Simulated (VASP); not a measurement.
# Al15GaN16 (a cell with a defect) in VASP: notebook, part 2 of 2

VASP 6.6.1.

### 4 Single point, PBE, collinear spin

INCAR

```
ALGO     = Normal         # electronic algorithm
EDIFF    = 1E-6           # SCF threshold, eV
ENCUT    = 520            # plane-wave cutoff, eV
GGA      = PE             # functional
GGA_COMPAT= F            
ISIF     = 2              # what is computed and relaxed
ISMEAR   = 0              # smearing method
ISPIN    = 2              # spin polarisation
ISYM     = -1           
LASPH    = T              # aspherical terms in the spheres
LCHARG   = T              # write CHGCAR
LELF     = T              # ELF
LORBIT   = 11             # projections on sites
LREAL    = Auto         
LVHAR    = T            
LWAVE    = F              # write WAVECAR
MAGMOM   = 0 0 0.01 0.01 0 0.01 0 0.01 0 0.01 0 0 0.01 0 0.01 0.01 0.01 0 0 0 0 0 0 0 0 0 0 0 0 0 0 0 # initial moments
NBANDS   = 95             # bands
NELECT   = 139.0        
NELM     = 200            # most SCF steps
NUPDOWN  = 1.0            # fixed moment
PREC     = Accurate       # precision mode
SIGMA    = 0.01           # smearing width, eV
```

KPOINTS

```
explicit points
1
Reciprocal
  0.25000000   0.25000000   0.25000000 1
```

POSCAR

```
Al15GaN16
1.0
    6.2595139092      0.0000000618      0.0000000000
   -3.1297570081      5.4208980298      0.0000000000
    0.0000000000      0.0000000000     10.0348065900
Al Ga N
15 1 16
Direct
    0.3343608661      0.1664937190      0.2485011577
    0.3337413482      0.1678365986      0.7510191020
    0.1688255651      0.3336765462      1.0023571178
    0.3340420725      0.6706722861      0.2513883167
    0.1677006279      0.8340171889      0.4995835293
    0.3334833873      0.6717848125      0.7537263767
    0.1669605890      0.8334507446      0.9998126987
    0.8313853320      0.1683456216      0.2513244861
    0.6668382265      0.3332302763      0.4995524762
    0.8305922790      0.1689649912      0.7536235495
    0.6674102323      0.3342555686      0.9997658407
    0.8334832522      0.6675150724      0.2494506953
    0.6702352565      0.8316856203      0.5025767271
    0.8331616676      0.6679984816      0.7494341951
    0.6691321189      0.8328196366      1.0021395436
    0.1691571459      0.3324638441      0.5037918852
    0.3383471277      0.1619866902      0.4355763385
    0.1677842281      0.3347058042      0.1916802453
    0.3333930099      0.1667764007      0.9394177884
    0.1668773110      0.3363056452      0.6987552813
    0.3397310769      0.6752323675      0.4402686582
    0.1654717974      0.8327597742      0.1875674165
    0.3351547993      0.6688817781      0.9425905289
    0.1663827849      0.8347741392      0.6885705979
    0.8266456189      0.1625963547      0.4401027209
    0.6672261796      0.3351615347      0.1874494434
    0.8338304172      0.1676107336      0.9424418423
    0.6659546020      0.3343201005      0.6885308433
    0.8346861855      0.6656924510      0.4380153877
    0.6684785947      0.8345757178      0.1905992567
    0.8336985740      0.6669136333      0.9379053436
    0.6676332809      0.8355818349      0.6919717297
```

Potentials or basis: VASP PAW PBE potentials, release 64 (Al, Ga_d, N).

Run with:

```sh
cat potpaw_PBE.64/Al/POTCAR potpaw_PBE.64/Ga_d/POTCAR potpaw_PBE.64/N/POTCAR > POTCAR
mpirun -np 1 vasp_std > vasp.out
```

OUTCAR:

```text
EDIFF = 1E-6
   ENCUT = 520
   GGA = PE
   ISIF = 2
   ISMEAR = 0
   ISPIN = 2
   ISYM = -1
   LASPH = T
   LORBIT = 11
   LREAL = Auto
   NELECT = 139.0
   NELM = 200
   NUPDOWN = 1.0
   PREC = Accurate

 ion  position               nearest neighbor table
   1  0.334  0.166  0.249-  17 1.88  18 1.90  26 1.91  22 1.91   3 3.06   7 3.08  11 3.08   9 3.10
                             5 3.10   4 3.10   8 3.11  16 3.13  12 3.13  12 3.13   8 3.15   4 3.16
   2  0.334  0.168  0.751-  19 1.89  20 1.89  28 1.91  24 1.91  16 3.06  11 3.08   7 3.09   3 3.09
                             9 3.10   6 3.10   5 3.10  10 3.11  14 3.13  14 3.13  10 3.15   6 3.16
   3  0.169  0.334  0.002-  18 1.90  19 1.90  27 1.91  23 1.91   1 3.06   2 3.09   4 3.10   6 3.10
                             8 3.10  10 3.10  11 3.12   7 3.13  15 3.13  15 3.13   7 3.13  11 3.14
   4  0.334  0.671  0.251-  21 1.90  22 1.90  30 1.91  18 1.92   5 3.07  15 3.09   7 3.09   3 3.10
                             1 3.10  13 3.11   8 3.11  12 3.12  16 3.13  12 3.14   8 3.15   1 3.16
   5  0.168  0.834  0.500-  21 1.89  17 1.89  24 1.90  29 1.91   4 3.07  14 3.09  12 3.10   1 3.10
                             2 3.10  13 3.11   6 3.11  16 3.12   9 3.12   9 3.13  13 3.15
   6  0.333  0.672  0.754-  23 1.90  20 1.90  24 1.91  32 1.91   7 3.04  15 3.09   3 3.10   2 3.10
[... 396 lines left out ...]
  volume of cell :      340.50
      direct lattice vectors                 reciprocal lattice vectors
     6.259513909  0.000000062  0.000000000     0.159756813  0.092235641  0.000000000
    -3.129757008  5.420898030  0.000000000    -0.000000002  0.184471279  0.000000000
     0.000000000  0.000000000 10.034806590     0.000000000  0.000000000  0.099653141

 POSITION                                       TOTAL-FORCE (eV/Angst)
 -----------------------------------------------------------------------------------
      1.57185      0.90255      2.49366         0.001296      0.003602      0.007075
      1.56377      0.90983      7.53633        -0.006795      0.003794     -0.006097
      0.01244      1.80883      0.02365        -0.000176      0.000333      0.000783
     -0.00810      3.63565      2.52263         0.002698      0.004465      0.006427
     -1.56055      4.52112      5.01322        -0.000669      0.002587      0.005553
     -0.01508      3.64168      7.56350        -0.000176     -0.001854     -0.003088
[... 24 lines left out ...]
      3.13127      3.61527      9.41170        -0.002029      0.002260     -0.000776
      1.56389      4.52960      6.94380        -0.001642     -0.001994     -0.001684
 -----------------------------------------------------------------------------------
    total drift:                                0.003696      0.004484      0.037402

  FREE ENERGIE OF THE ION-ELECTRON SYSTEM (eV)
  ---------------------------------------------------
  free  energy   TOTEN  =      -227.4680374401 eV

  energy  without entropy=     -227.4680374401  energy(sigma->0) =     -227.46803744

 total charge

# of ion       s       p       d       tot
------------------------------------------
    1        0.375   0.438   0.000   0.813
    2        0.375   0.437   0.000   0.813
    3        0.373   0.435   0.000   0.807
    4        0.373   0.434   0.000   0.807
    5        0.377   0.439   0.000   0.816
    6        0.374   0.438   0.000   0.812
[... 24 lines left out ...]
   31        1.231   2.616   0.000   3.847
   32        1.231   2.612   0.000   3.843
--------------------------------------------------
tot         26.124  49.214  10.178  85.517

 magnetization (x)

# of ion       s       p       d       tot
------------------------------------------
    1        0.001   0.005   0.000   0.006
    2        0.000   0.003   0.000   0.004
    3        0.001   0.008   0.000   0.009
    4        0.001   0.008   0.000   0.009
    5        0.001   0.003   0.000   0.004
    6        0.001   0.009   0.000   0.011
[... 24 lines left out ...]
   31        0.001  -0.002   0.000  -0.001
   32        0.001  -0.004   0.000  -0.003
--------------------------------------------------
tot          0.041   0.064   0.006   0.111
```

OSZICAR:

```text
N       E                     dE             d eps       ncg     rms          rms(c)
DAV:   1     0.104616879785E+04    0.10462E+04   -0.59868E+04   380   0.146E+03
DAV:   2    -0.107895969953E+03   -0.11541E+04   -0.10646E+04   492   0.360E+02
DAV:   3    -0.256980164462E+03   -0.14908E+03   -0.14604E+03   450   0.135E+02
DAV:   4    -0.264214094065E+03   -0.72339E+01   -0.71193E+01   504   0.319E+01
DAV:   5    -0.264429109808E+03   -0.21502E+00   -0.21361E+00   472   0.513E+00    0.342E+01
DAV:   6    -0.227121297365E+03    0.37308E+02   -0.14767E+02   520   0.428E+01    0.117E+01
DAV:   7    -0.227602141042E+03   -0.48084E+00   -0.75074E+00   464   0.947E+00    0.807E+00
DAV:   8    -0.227481291771E+03    0.12085E+00   -0.73697E-01   512   0.388E+00    0.215E+00
DAV:   9    -0.227469413339E+03    0.11878E-01   -0.12244E-01   520   0.195E+00    0.106E+00
DAV:  10    -0.227466013422E+03    0.33999E-02   -0.32437E-02   536   0.661E-01    0.516E-01
DAV:  11    -0.227467510885E+03   -0.14975E-02   -0.66210E-03   504   0.283E-01    0.191E-01
DAV:  12    -0.227467923890E+03   -0.41301E-03   -0.87532E-04   480   0.172E-01    0.760E-02
DAV:  13    -0.227468023122E+03   -0.99232E-04   -0.40514E-04   464   0.758E-02    0.392E-02
DAV:  14    -0.227468035075E+03   -0.11954E-04   -0.34771E-05   544   0.326E-02    0.209E-02
DAV:  15    -0.227468038769E+03   -0.36932E-05   -0.27976E-05   472   0.198E-02    0.135E-02
DAV:  16    -0.227468037566E+03    0.12031E-05   -0.41757E-06   368   0.112E-02    0.643E-03
DAV:  17    -0.227468037440E+03    0.12546E-06   -0.38718E-06   376   0.715E-03
   1 F= -.22746804E+03 E0= -.22746804E+03  d E =-.128279E-39  mag=     1.0000
```

stdout:

```text
POSCAR found type information on POSCAR AlGaN
 POSCAR found :  3 types and      32 ions
 scaLAPACK will be used
 LDA part: xc-table for (Slater+PW92), standard interpolation
 POSCAR, INCAR and KPOINTS ok, starting setup
 FFT: planning ... GRIDC
 FFT: planning ... GRID_SOFT
 FFT: planning ... GRID
 WAVECAR not read
 entering main loop
 the old and the new charge density differ
 old charge density:   138.00000 new  139.00000
    0.342E+01
```

Run time: 3.8 min. Hardware: 1 thread of Intel Xeon Platinum 8488C (Sapphire Rapids), shared host; peak memory 0.58 GiB.

What came out:

```yaml
Free_energy: -227.4680 eV
Largest_force: 0.032 eV/Å
Net_moment: 1.00 μB per cell
Site_moments: Al +0.01, +0.00 (each value once); Ga +0.04; N +0.01, -0.01, -0.00, +0.00 (each value once) μB
Valence_electrons_inside_the_program's_atomic_spheres: Al 0.81, 0.82 (each value once); Ga 11.87; N 3.83, 3.84, 3.85 (each value once)
```

Forces in eV/Å, atoms in the order of the input:
```
Al   0.001  0.004  0.007
Al  -0.007  0.004 -0.006
Al   0.000  0.000  0.001
Al   0.003  0.004  0.006
Al  -0.001  0.003  0.006
Al   0.000 -0.002 -0.003
Al   0.004 -0.003  0.006
Al   0.000 -0.004  0.004
Al   0.003 -0.002  0.006
Al   0.003  0.004 -0.004
Al   0.003  0.000  0.005
Al  -0.008  0.004  0.005
Al  -0.001 -0.003  0.002
Al  -0.001  0.001  0.005
Al  -0.002  0.001 -0.002
Ga  -0.003 -0.003 -0.004
N    0.023 -0.013 -0.018
N    0.000 -0.004 -0.011
N   -0.001  0.002 -0.002
N   -0.009  0.003  0.023
N    0.003  0.013 -0.008
N    0.000 -0.002 -0.003
N   -0.001  0.003 -0.005
N    0.004  0.002  0.004
N   -0.012 -0.005 -0.009
N    0.001  0.002 -0.003
N   -0.003 -0.004 -0.003
N    0.001 -0.003  0.002
N    0.001  0.001  0.002
N    0.002 -0.004 -0.002
N   -0.002  0.002 -0.001
N   -0.002 -0.002 -0.002
```

Caveat: the cell carries a net charge on a neutralising background, which shifts energy and pressure; the total moment is fixed, so each spin has its own Fermi level and the state may be an excited one.

### 5 Single point, PBE, collinear spin

INCAR

```
SYSTEM = Al15GaN16
  ALGO = Normal
  EDIFF = 1E-6
  ENCUT = 520
  GGA = PE
  GGA_COMPAT = .False.
  ISIF = 2
  ISMEAR = 0
  ISPIN = 2
  ISYM = -1
  LASPH = .True.
  LCHARG = .False.
  LORBIT = 11
  LREAL = Auto
  LWAVE = .False.
  MAGMOM = 0 0 0 0 0 0 0 0 0 0 0 0 0 0 0 0.01 0.07 0.04 0.05 0.1 0.07 0.05 0.04 0.04 0.04 0.06 0.07 0.04 0.04 0.05 0.05 0.03
  NBANDS = 95
  NELECT = 137.0
  NELM = 200
  NUPDOWN = 1.0
  PREC = Accurate
  SIGMA = 0.01
```

KPOINTS is that of step 4.

POSCAR

```
Al15GaN16
1.0
    6.2595139092      0.0000000618      0.0000000000
   -3.1297570081      5.4208980298      0.0000000000
    0.0000000000      0.0000000000     10.0348065900
Al Ga N
15 1 16
Direct
    0.3320909897      0.1673520324      0.2480153791
    0.3337119801      0.1661485089      0.7502549635
    0.1654287354      0.3353899024      0.9994781924
    0.3332969875      0.6680982067      0.2476554500
    0.1653798907      0.8357270501      0.4997338639
    0.3343284246      0.6695481095      0.7508216188
    0.1647846136      0.8343636874      0.9993063870
    0.8318291825      0.1666114784      0.2481172117
    0.6657780058      0.3358718667      0.4996409986
    0.8306091866      0.1660075405      0.7501093846
    0.6649467423      0.3353763927      0.9993186722
    0.8328804417      0.6676432177      0.2493908183
    0.6671644068      0.8348992043      0.5002562708
    0.8327685507      0.6670633380      0.7495211753
    0.6651273033      0.8340394354      0.9992509073
    0.1643603792      0.3370853123      0.4981778119
    0.3347087915      0.1677943862      0.4389909265
    0.1672165487      0.3334036925      0.1901116649
    0.3309224081      0.1696807142      0.9408225498
    0.1679962652      0.3334532496      0.6961384501
    0.3372984128      0.6792630883      0.4387891507
    0.1673124930      0.8333905161      0.1898431522
    0.3311935956      0.6700748740      0.9408768559
    0.1679434117      0.8329757551      0.6902956486
    0.8236648279      0.1654192917      0.4387641798
    0.6676060900      0.3336172457      0.1901299206
    0.8308345792      0.1698160700      0.9410346022
    0.6675874207      0.3328511219      0.6903943803
    0.8321877756      0.6698869368      0.4403024404
    0.6680220690      0.8329150204      0.1895532766
    0.8311878208      0.6695253047      0.9401643165
    0.6679401361      0.8330891834      0.6907284178
```

Run with:

```sh
cat potpaw_PBE.64/Al/POTCAR potpaw_PBE.64/Ga_d/POTCAR potpaw_PBE.64/N/POTCAR > POTCAR
mpirun -np 1 vasp_std > vasp.out
```

Wall time 3 min (1 thread of Intel Xeon Platinum 8488C (Sapphire Rapids), shared host); peak memory 0.58 GiB.

It converged, with:

* Free energy: -244.2018 eV
* Largest force: 0.028 eV/Å
* Net moment: 1.00 μB per cell
* Site moments: Al +0.00, -0.00 (each value once); Ga +0.01; N +0.06, +0.03, +0.05, +0.08, +0.04 (each value once) μB
* Valence electrons inside the program's atomic spheres: Al 0.80, 0.79 (each value once); Ga 11.84; N 3.81, 3.83, 3.79, 3.82 (each value once)

Forces in eV/Å, atoms in the order of the input:
```
Al  -0.009 -0.003 -0.001
Al  -0.001 -0.003 -0.003
Al  -0.001 -0.004 -0.005
Al  -0.005  0.009 -0.001
Al   0.006  0.000 -0.005
Al  -0.004 -0.005 -0.006
Al   0.001 -0.006 -0.001
Al   0.002 -0.001  0.016
Al   0.011 -0.012  0.012
Al   0.001  0.000  0.005
Al   0.010  0.002 -0.005
Al  -0.003  0.009  0.007
Al   0.005  0.019  0.000
Al  -0.001  0.004  0.010
Al   0.004  0.005  0.005
Ga   0.022 -0.011 -0.013
N   -0.005 -0.007  0.006
N   -0.001  0.000  0.005
N   -0.003 -0.009 -0.002
N    0.005  0.002  0.018
N   -0.013  0.001  0.002
N    0.002 -0.001  0.008
N   -0.006  0.002  0.003
N   -0.001  0.013  0.004
N   -0.014 -0.020 -0.006
N    0.001  0.002 -0.008
N   -0.001 -0.004 -0.003
N   -0.001  0.008 -0.007
N   -0.002  0.005 -0.006
N    0.003  0.000 -0.013
N   -0.003  0.000 -0.004
N    0.001  0.005 -0.011
```

Caveat: the cell carries a net charge on a neutralising background, which shifts energy and pressure; the total moment is fixed, so each spin has its own Fermi level and the state may be an excited one.
